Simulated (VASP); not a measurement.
A run of VASP 6.6.1 is set up as follows.

The input INCAR:

```
  PREC = Accurate
  ENCUT = 520
  EDIFF = 1E-6
  ISMEAR = 0
  SIGMA = 0.05
  LREAL = F
  LASPH = T
  NELM = 100
  ALGO = Normal
  ISIF = 2
  LWAVE = F
  LCHARG = F
  GGA = PE
  IVDW = 12
  NBANDS = 20
```

KPOINTS

```
Automatic mesh
0
Gamma
  9 9 4
```

Contents of POSCAR:

```
Al2O3
1.0
    2.8152956653      0.0000000000      0.0000000000
   -1.4076478327      2.4381175653      0.0000000000
    0.0000000000      0.0000000000      7.1641672095
Al O
2 3
Direct
    0.0000000000      0.0000000000      0.1907358529
    0.0000000000      0.0000000000      0.8092641471
    0.3333333333      0.6666666667      0.2977981479
    0.6666666667      0.3333333333      0.0000000000
    0.3333333333      0.6666666667      0.7022018521
```

Potentials or basis: VASP PAW PBE potentials, release 64 (Al, O).

Command:

```console
$ cat potpaw_PBE.64/Al/POTCAR potpaw_PBE.64/O/POTCAR > POTCAR
$ mpirun -np 1 vasp_std > vasp.out
```

Task: What does it give for the pressure?

Result: 3.5 GPa.

Task: What does it give for the dispersion energy per atom?

Result: -0.205 eV.

Task: Predict the largest force.

Result: 1.528 eV/Å.

Forces in eV/Å, atoms in the order of the input:
```
Al   0.000  0.000  1.528
Al   0.000  0.000 -1.528
O    0.000  0.000 -1.213
O    0.000  0.000  0.000
O    0.000  0.000  1.213
```

Caveat: forces of over 1 eV/Å act on the atoms, so gaps and moduli don't describe the material at rest.
